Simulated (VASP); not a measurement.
Here is a VASP 6.6.1 calculation.

The input INCAR:

```
SYSTEM = NaTiTe3
PREC     = Accurate       ! precision mode
ENCUT    = 600            ! plane-wave cutoff, eV
EDIFF    = 1E-7           ! SCF threshold, eV
ISMEAR   = -1             ! smearing method
SIGMA    = 0.1            ! smearing width, eV
LREAL    = .False.        ! projectors in reciprocal space
LASPH    = .True.         ! aspherical terms in the spheres
NELM     = 60             ! most SCF steps
ALGO     = Normal         ! electronic algorithm
ISIF     = 3              ! what is computed and relaxed
LWAVE    = .False.        ! write WAVECAR
LCHARG   = .False.        ! write CHGCAR
GGA      = CA             ! functional
IBRION   = 2              ! ionic algorithm
NSW      = 80             ! ionic steps
EDIFFG   = -0.01          ! ionic threshold
```

Contents of KPOINTS:

```
Automatic mesh
0
Gamma
  6 6 6
  0 0 0
```

POSCAR

```
NaTiTe3
1.0
    4.4800000000      0.0000000000      0.0000000000
    0.0000000000      4.4800000000      0.0000000000
    0.0000000000      0.0000000000      4.4800000000
Na Ti Te
1 1 3
Direct
    0.0000000000      0.0000000000      0.0000000000
    0.5000000000      0.5000000000      0.5000000000
    0.5000000000      0.5000000000      0.0000000000
    0.0000000000      0.5000000000      0.5000000000
    0.5000000000      0.0000000000      0.5000000000
```

Potentials or basis: VASP PAW LDA potentials, release 64 (Na_pv, Ti_sv, Te).

The run is started by

```bash
$ cat potpaw_LDA.64/Na_pv/POTCAR potpaw_LDA.64/Ti_sv/POTCAR potpaw_LDA.64/Te/POTCAR > POTCAR
$ mpirun -np 1 vasp_std > vasp.out
```

(1) What does it give for the band gap on the k mesh?

(2) What does it give for the relaxed volume?

(3) Predict the relaxed cell.

(4) Predict the space group after relaxing (to 0.1 Å).

## Answers

(1) zero (an odd number of electrons rules out a gap without spin polarisation).

(2) 29.72 Å³/atom.

(3) a = 5.297 Å, b = 5.297 Å, c = 5.297 Å, α = 90.00°, β = 90.00°, γ = 90.00°.

(4) Pm-3m (No. 221).

Caveat: the volume moved by over 15 % at a fixed basis, so the end points are rough; spin-orbit coupling is left out, which moves the levels of the heavy elements.
